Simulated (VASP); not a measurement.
A run of VASP 6.6.1 is set up as follows.

File INCAR:

```
ALGO = Normal
EDIFF = 1E-6
ENCUT = 520
GGA = CA
ISIF = 2
ISMEAR = 0
LASPH = T
LCHARG = F
LREAL = F
LWAVE = F
NBANDS = 14
NELM = 60
PREC = Accurate
SIGMA = 0.15
```

KPOINTS

```
k-points
0
Gamma
  16 16 16
```

Contents of POSCAR:

```
ZrB
1.0
    0.0000000000      2.4153850465      2.3267404153
    2.2463080932      0.0000000000      2.3267404153
    2.2463080932      2.4153850465      0.0000000000
Zr B
1 1
Direct
    0.0000000000      0.0000000000      0.0000000000
    0.5000000000      0.5000000000      0.5000000000
```

Potentials or basis: VASP PAW LDA potentials, release 64 (Zr_sv, B).

Launch:

```bash
$ cat potpaw_LDA.64/Zr_sv/POTCAR potpaw_LDA.64/B/POTCAR > POTCAR
$ mpirun -np 1 vasp_std > vasp.out
```

Predict the pressure.

25.4 GPa.

Stress tensor (GPa, compression positive):
```
41.75  0.00  0.00
 0.00  8.78  0.00
 0.00  0.00 25.78
```

Caveat: the cell differs from its parent crystal (normal strain along x -0.0700, normal strain along z -0.0367).
